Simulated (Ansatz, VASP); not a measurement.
# NbSi in VASP and in Ansatz

File INCAR:

```
SYSTEM = NbSi
PREC = Accurate ; ENCUT = 500
EDIFF = 1E-6 ; ISMEAR = -1
SIGMA = 0.05 ; LREAL = .False.
LASPH = .True. ; NELM = 120
ALGO = Normal ; ISIF = 2
LWAVE = .False. ; LCHARG = .False.
GGA = PE ; NBANDS = 16
GGA_COMPAT = .False.
```

Contents of KPOINTS:

```
regular mesh
0
Gamma
  5 5 5
  0 0 0
```

Contents of POSCAR:

```
NbSi
1.0
    3.1564400000      0.0000000000      0.0000000000
    0.0000000000      3.1564400000      0.0000000000
    0.0000000000      0.0000000000      3.1564400000
Nb Si
1 1
Direct
    0.0000000000      0.0000000000      0.0000000000
    0.5000000000      0.5000000000      0.5000000000
```

The input input.yaml:

```yaml
crystal:
  lattice:
    - [3.15644, 0.0, 0.0]
    - [0.0, 3.15644, 0.0]
    - [0.0, 0.0, 3.15644]
  atoms:
    - { symbol: Nb, position: [0.0, 0.0, 0.0] }
    - { symbol: Si, position: [0.5, 0.5, 0.5] }
hamiltonian:
  xc: pbe
  pseudopotentials: { kind: paw }
kpoints:
  mp_grid: { grid: [5, 5, 5] }
scf:
  occupations: { method: fermi_dirac, width: 0.05 }
output:
  forces: true
  stress: true
  eigenvalues: true
```

Alike in both runs: task single point; functional PBE; k mesh 5 × 5 × 5; occupations fermi-dirac, width 0.05 eV; no spin polarisation.

```csv
,VASP,Ansatz
version,VASP 6.6.1,Ansatz 0.2.0
potentials or method,"VASP PAW PBE potentials, release 64 (Nb_sv, Si)",Ansatz PAW
plane-wave cutoff (eV),500,420
valence electrons in the cell,17,17
```

VASP gave:

* gap on the k mesh at the Fermi level (eV): none
* pressure (GPa): -1.0

Q: What did Ansatz give for the same quantities?

A: gap on the k mesh at the Fermi level (eV): none; pressure (GPa): -0.8.

A gap of «none» marks a metal or a gap that the smearing closes.

The k mesh is coarse, so the values compare programs but aren't converged.
